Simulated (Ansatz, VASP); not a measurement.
## Mg: VASP beside Ansatz

```
CELL_PARAMETERS angstrom
-0.02244 2.23303 2.23303
2.23303 -0.02244 2.23303
2.23303 2.23303 -0.02244
ATOMIC_POSITIONS crystal
Mg 0.00000 0.00000 0.00000
```

Change from the starting cell: equal xy, yz and zx shear strains of -1 %, crystal datasets.

Alike in both runs: task electric field gradients; functional PBE; k mesh 16 × 16 × 16; occupations fermi-dirac, width 0.03 eV; no spin polarisation.

|  | VASP | Ansatz |
| --- | --- | --- |
| version | VASP 6.6.1 | Ansatz 0.2.0 |
| potentials or method | VASP PAW PBE potentials, release 64 (Mg), cutoff 520 eV | all-electron PAW with datasets made for the crystal, scalar-relativistic |

Ansatz gave:

| Item | Value |
| --- | --- |
| pressure (GPa) | 0.8 |
| traceless stress, the component that is largest in VASP (GPa) | 0.12 |
| size of Vzz on the site where it differs most (V/Å²) | 0.5 |

Question: Estimate VASP's values.

Answer: Pressure (GPa): 0.7; traceless stress, the component that is largest in VASP (GPa): 0.12; size of Vzz on the site where it differs most (V/Å²): 0.6.

Ansatz ran all-electron here, and VASP with PAW potentials.
